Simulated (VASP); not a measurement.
# Al5GaP6 (P-4m2) in VASP: a series of runs, part 2 of 3

VASP 6.6.1. Earlier steps stand in the parts before.

## Step 3: Single point, PBE

This run uses another cell than the first one, of 20.85 Å³/atom.

File INCAR:

```
SYSTEM = Al5GaP6
PREC = Accurate ; ENCUT = 520
EDIFF = 1E-7 ; ISMEAR = 0
SIGMA = 0.1 ; LREAL = .False.
LASPH = .True. ; NELM = 60
ALGO = Normal ; ISIF = 2
LWAVE = .False. ; LCHARG = .False.
GGA = PE ; NBANDS = 41
```

File KPOINTS:

```
Automatic mesh
0
Gamma
  6 6 1
  0 0 0
```

File POSCAR:

```
Al5GaP6
1.0
    3.8950960843      0.0000000000      0.0000000000
    0.0000000000      3.8950960843      0.0000000000
    0.0000000000      0.0000000000     16.4908223588
Al Ga P
5 1 6
Direct
    0.5000000000      0.5000000000      0.8333626665
    0.0000000000      0.0000000000      0.6667022078
    0.5000000000      0.5000000000      0.5000000000
    0.0000000000      0.0000000000      0.3332977922
    0.5000000000      0.5000000000      0.1666373335
    0.0000000000      0.0000000000      0.0000000000
    0.5000000000      0.0000000000      0.7500572326
    0.0000000000      0.5000000000      0.5833440850
    0.5000000000      0.0000000000      0.4166559150
    0.0000000000      0.5000000000      0.2499427674
    0.5000000000      0.0000000000      0.0836843068
    0.0000000000      0.5000000000      0.9163156932
```

Potentials or basis: VASP PAW PBE potentials, release 64 (Al, Ga_d, P).

The run is started by

```bash
$ cat potpaw_PBE.64/Al/POTCAR potpaw_PBE.64/Ga_d/POTCAR potpaw_PBE.64/P/POTCAR > POTCAR
$ mpirun -np 1 vasp_std > vasp.out
```

OUTCAR:

```text
SYSTEM = Al5GaP6
   PREC = Accurate
   ENCUT = 520
   EDIFF = 1E-7
   ISMEAR = 0
   LREAL = .False.
   LASPH = .True.
   NELM = 60
   ISIF = 2
   GGA = PE

 ion  position               nearest neighbor table
   1  0.500  0.500  0.833-  12 2.38  12 2.38   7 2.38   7 2.38
   2  0.000  0.000  0.667-   7 2.38   7 2.38   8 2.38   8 2.38
   3  0.500  0.500  0.500-   8 2.38   9 2.38   9 2.38   8 2.38
   4  0.000  0.000  0.333-  10 2.38  10 2.38   9 2.38   9 2.38
   5  0.500  0.500  0.167-  11 2.38  11 2.38  10 2.38  10 2.38
   6  0.000  0.000  0.000-  11 2.39  12 2.39  12 2.39  11 2.39
   7  0.500  0.000  0.750-   1 2.38   1 2.38   2 2.38   2 2.38
   8  0.000  0.500  0.583-   3 2.38   3 2.38   2 2.38   2 2.38
   9  0.500  0.000  0.417-   3 2.38   3 2.38   4 2.38   4 2.38
  10  0.000  0.500  0.250-   5 2.38   5 2.38   4 2.38   4 2.38
  11  0.500  0.000  0.084-   5 2.38   5 2.38   6 2.39   6 2.39
  12  0.000  0.500  0.916-   1 2.38   1 2.38   6 2.39   6 2.39

  LATTYP: Found a simple tetragonal cell.
 ALAT       =     3.8950960843
 C/A-ratio  =     4.2337395540

  Lattice vectors:

 A1 = (   3.8950960843,   0.0000000000,   0.0000000000)
 A2 = (   0.0000000000,   3.8950960843,   0.0000000000)
 A3 = (   0.0000000000,   0.0000000000,  16.4908223588)

Analysis of symmetry for initial positions (statically):
=====================================================================
 Subroutine PRICEL returns:
 Original cell was already a primitive cell.

 Routine SETGRP: Setting up the symmetry group for a
 simple tetragonal supercell.

 Subroutine GETGRP returns: Found  8 space group operations
 (whereof  8 operations were pure point group operations)
 out of a pool of 16 trial point group operations.

The static configuration has the point symmetry D_2d.

Analysis of symmetry for dynamics (positions and initial velocities):
=====================================================================
 Subroutine PRICEL returns:
 Original cell was already a primitive cell.

 Routine SETGRP: Setting up the symmetry group for a
[... 142 lines left out ...]
 non-spin polarized calculation
 Gauss-broadening in eV      SIGMA  =   0.10
  energy-cutoff  :      520.00
  volume of cell :      250.20
 maximum number of plane-waves:      6756
 NGX is ok and might be reduce to    30
   NGX = 15   NGY = 15   NGZ = 61

 number of electron      58.0000001 magnetization

 Free energy of the ion-electron system (eV)
  ---------------------------------------------------
  ext. energy  EPLUGINS =         0.00000000
  ---------------------------------------------------
  free energy    TOTEN  =       -60.98180717 eV

  energy without entropy =      -60.98180717  energy(sigma->0) =      -60.98180717

 E-fermi :   4.8587     XC(G=0):  -9.2111

 val. band max:        4.3672406774   @ k =   0.0000   0.0000   0.0000
 cond. band min:       5.9825261700   @ k =   0.0000   0.0000   0.0000
 fundamental gap:      1.6152854925
 Fermi energy:         4.8586901821

 k-point     1 :       0.0000    0.0000    0.0000
  band No.  band energies     occupation
      1      -9.8405      2.00000
      2      -9.7597      2.00000
      3      -9.7597      2.00000
      4      -9.7138      2.00000
      5      -9.6869      2.00000
      6      -7.1919      2.00000
[... 429 lines left out ...]
     40       8.5723      0.00000
     41       8.7642      0.00000

------------------------ aborting loop because EDIFF is reached ----------------------------------------

  FORCE on cell =-STRESS in cart. coord.  units (eV):
  Direction    XX          YY          ZZ          XY          YZ          ZX
  --------------------------------------------------------------------------------------
  -------------------------------------------------------------------------------------
  Total        0.0980382      0.0980382      0.1164226      0.0000000      0.0000000      0.0000000
  in kB        0.6278084      0.6278084      0.7455367      0.0000000      0.0000000      0.0000000
  external PRESSURE =       0.6670512 kB  Pullay stress =       0.0000000 kB

 VOLUME and BASIS-vectors are now :
 -----------------------------------------------------------------------------
  energy-cutoff  :      520.00
  volume of cell :      250.20
      direct lattice vectors                 reciprocal lattice vectors
     3.895096084  0.000000000  0.000000000     0.256733076  0.000000000  0.000000000
     0.000000000  3.895096084  0.000000000     0.000000000  0.256733076  0.000000000
     0.000000000  0.000000000 16.490822359     0.000000000  0.000000000  0.060639790

 POSITION                                       TOTAL-FORCE (eV/Angst)
 -----------------------------------------------------------------------------------
      1.94755      1.94755     13.74284         0.000000      0.000000     -0.000678
      0.00000      0.00000     10.99447        -0.000000      0.000000      0.000082
      1.94755      1.94755      8.24541        -0.000000      0.000000      0.000000
      0.00000      0.00000      5.49635        -0.000000     -0.000000     -0.000082
      1.94755      1.94755      2.74799        -0.000000     -0.000000      0.000678
      0.00000      0.00000      0.00000        -0.000000      0.000000      0.000000
      1.94755      0.00000     12.36906        -0.000000      0.000000     -0.000254
      0.00000      1.94755      9.61982        -0.000000      0.000000      0.000008
      1.94755      0.00000      6.87100         0.000000      0.000000     -0.000008
      0.00000      1.94755      4.12176        -0.000000      0.000000      0.000254
      1.94755      0.00000      1.38002        -0.000000      0.000000      0.007850
      0.00000      1.94755     15.11080        -0.000000     -0.000000     -0.007850
 -----------------------------------------------------------------------------------
    total drift:                                0.000000      0.000000     -0.000000

  FREE ENERGIE OF THE ION-ELECTRON SYSTEM (eV)
  ---------------------------------------------------
  free  energy   TOTEN  =       -60.9818071686 eV

  energy  without entropy=      -60.9818071686  energy(sigma->0) =      -60.98180717
```

OSZICAR:

```text
N       E                     dE             d eps       ncg     rms          rms(c)
DAV:   1     0.309433478710E+03    0.30943E+03   -0.22868E+04   885   0.133E+03
DAV:   2    -0.182974361510E+02   -0.32773E+03   -0.30436E+03   940   0.277E+02
DAV:   3    -0.609325798233E+02   -0.42635E+02   -0.41478E+02   976   0.958E+01
DAV:   4    -0.629173075737E+02   -0.19847E+01   -0.19740E+01  1053   0.214E+01
DAV:   5    -0.629740145193E+02   -0.56707E-01   -0.56671E-01  1176   0.360E+00    0.107E+01
DAV:   6    -0.611929596729E+02    0.17811E+01   -0.32861E+00  1065   0.103E+01    0.681E+00
DAV:   7    -0.609898475486E+02    0.20311E+00   -0.17503E+00  1008   0.417E+00    0.269E+00
DAV:   8    -0.609806548782E+02    0.91927E-02   -0.19217E-01  1033   0.277E+00    0.436E-01
DAV:   9    -0.609808856705E+02   -0.23079E-03   -0.13709E-02  1174   0.119E+00    0.171E-01
DAV:  10    -0.609815548660E+02   -0.66920E-03   -0.12386E-03   928   0.178E-01    0.735E-02
DAV:  11    -0.609817756880E+02   -0.22082E-03   -0.38505E-04  1159   0.131E-01    0.382E-02
DAV:  12    -0.609818043693E+02   -0.28681E-04   -0.50550E-05   946   0.345E-02    0.110E-02
DAV:  13    -0.609818063954E+02   -0.20261E-05   -0.65677E-06  1104   0.160E-02    0.804E-03
DAV:  14    -0.609818066660E+02   -0.27063E-06   -0.62588E-07  1050   0.357E-03    0.521E-03
DAV:  15    -0.609818072123E+02   -0.54629E-06   -0.54304E-07   974   0.351E-03    0.150E-03
DAV:  16    -0.609818071686E+02    0.43678E-07   -0.27726E-08   585   0.934E-04
   1 F= -.60981807E+02 E0= -.60981807E+02  d E =-.121879E-12
```

Wall time 3.1 min (1 thread of Intel Xeon 8259CL, shared host); peak memory 0.36 GiB.

What came out:

```
Free energy            : -60.9818 eV
Pressure               : 0.1 GPa
Largest force          : 0.008 eV/Å
Band gap on the k mesh : 1.62 eV
```

Forces in eV/Å, atoms in the order of the input:
```
Al   0.000  0.000 -0.001
Al   0.000  0.000  0.000
Al   0.000  0.000  0.000
Al   0.000  0.000  0.000
Al   0.000  0.000  0.001
Ga   0.000  0.000  0.000
P    0.000  0.000  0.000
P    0.000  0.000  0.000
P    0.000  0.000  0.000
P    0.000  0.000  0.000
P    0.000  0.000  0.008
P    0.000  0.000 -0.008
```

Levels at points of the mesh, in eV from the valence-band top:
```tsv
k point	band 25	band 26	band 27	band 28	band 29	band 30	band 31	band 32	band 33	band 34
(0.00, 0.00, 0.00)	-0.73	-0.73	-0.01	0.00	0.00	1.62	2.00	2.26	2.33	2.79
(0.50, 0.00, 0.00)	-0.91	-0.87	-0.87	-0.84	-0.75	2.56	3.07	3.08	3.16	3.64
(0.50, 0.50, 0.00)	-2.68	-2.15	-2.14	-2.14	-2.14	1.62	1.62	2.17	2.52	3.24
```

Caveat: an odd mesh through Γ misses points on the zone boundary, where band edges can lie.

(Part 2 of 3 ends here.)
